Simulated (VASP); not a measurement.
A run of VASP 6.6.1:

File INCAR:

```
PREC = Accurate ; ENCUT = 400
EDIFF = 1E-6 ; ISMEAR = -1
SIGMA = 0.08 ; LREAL = False
LASPH = True ; NELM = 120
ALGO = Normal ; ISIF = 2
LWAVE = False ; LCHARG = True
GGA = PS ; LELF = True
LVHAR = True ; NBANDS = 62
GGA_COMPAT = False ; NELMDL = -8
```

The input KPOINTS:

```
regular mesh
0
Gamma
  14 10 1
```

Contents of POSCAR:

```
Rh
1.0
    2.6734738989      0.0000000000      0.0000000000
    0.0000000000      3.7808630465      0.0000000000
    0.0000000000      0.0000000000     24.0204000000
Rh
7
Direct
    0.0000000000      0.0000000000      0.3378657564
    0.5000000000      0.5000000000      0.3875802202
    0.0000000000      0.0000000000      0.4453074810
    0.5000000000      0.5000000000      0.5000000003
    0.0000000000      0.0000000000      0.5546925183
    0.5000000000      0.5000000000      0.6124197802
    0.0000000000      0.0000000000      0.6621342435
```

Potentials or basis: VASP PAW PBE potentials, release 64 (Rh_pv).

Run with:

```console
$ cat potpaw_PBE.64/Rh_pv/POTCAR > POTCAR
$ mpirun -np 1 vasp_std > vasp.out
```

Hardware: 1 thread of Intel(R) Xeon(R) Platinum 8488C (Sapphire Rapids), with other jobs on the host.

Q: How long does it take, and how much memory?

A: Wall time 16 min on 1 thread of Intel(R) Xeon(R) Platinum 8488C (Sapphire Rapids), with other jobs on the host, peak memory 0.48 GiB. Counts: scf iterations 32, k points 48.
